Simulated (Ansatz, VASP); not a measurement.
## Two plane-wave programs on HC

POSCAR

```
HC
1.0
   12.0000000000      0.0000000000      0.0000000000
    0.0000000000     12.5000000000      0.0000000000
    0.0000000000      0.0000000000     13.0000000000
C H
2 2
Direct
    0.5000000000      0.5000000000      0.5463979933
    0.5000000000      0.5000000000      0.4536020067
    0.5000000000      0.5000000000      0.3712640089
    0.5000000000      0.5000000000      0.6287359911
```

The input INCAR.step1:

```
ALGO = Normal
EDIFF = 1E-5
ENCUT = 520
GGA = PE
GGA_COMPAT = F
ISIF = 2
ISMEAR = 0
LASPH = T
LCHARG = F
LREAL = F
LWAVE = T
NBANDS = 13
NELM = 120
NELMDL = -8
PREC = Accurate
SIGMA = 0.01
```

Contents of INCAR.step2:

```
ALGO = Normal
EDIFF = 1E-6
ENCUT = 520
GGA = PE
GGA_COMPAT = F
HFSCREEN = 0.2079
ISIF = 2
ISMEAR = 0
ISTART = 1
LASPH = T
LCHARG = F
LHFCALC = T
LREAL = F
LWAVE = F
NBANDS = 13
NELM = 120
PREC = Accurate
PRECFOCK = Normal
SIGMA = 0.01
```

File KPOINTS:

```
k-points
0
Gamma
  1 1 1
```

Input for Ansatz:

```yaml
crystal:
  lattice:
    - [12.0, 0.0, 0.0]
    - [0.0, 12.5, 0.0]
    - [0.0, 0.0, 13.0]
  atoms:
    - { symbol: C, position: [0.5, 0.5, 0.5463979933] }
    - { symbol: C, position: [0.5, 0.5, 0.4536020067] }
    - { symbol: H, position: [0.5, 0.5, 0.3712640089] }
    - { symbol: H, position: [0.5, 0.5, 0.6287359911] }
scf:
  occupations: { method: fixed }
output:
  forces: true
hamiltonian:
  xc: hse06
kpoints:
  mp_grid: { grid: [1, 1, 1] }
```

Alike in both runs: task single point; functional HSE06; k mesh 1 × 1 × 1; no spin polarisation.

|  | VASP | Ansatz |
| --- | --- | --- |
| version | VASP 6.6.1 | Ansatz 0.2.0 |
| potentials or method | VASP PAW PBE potentials, release 64 (C, H) | scalar-relativistic, plane waves, PAW |
| plane-wave cutoff (eV) | 520 | 420 |
| occupations | gaussian, width 0.01 eV | fixed |
| valence electrons in the cell | 10 | 10 |

|  | VASP | Ansatz | Ansatz less VASP |
| --- | --- | --- | --- |
| gap on the k mesh at the Fermi level (eV) | 7.70 | 7.71 | +0.007 |
| rms of the force components (eV/Å) | 0.319 | 0.366 | +0.0473 |

Atom by atom the forces differ by 0.050 eV/Å (rms over components).
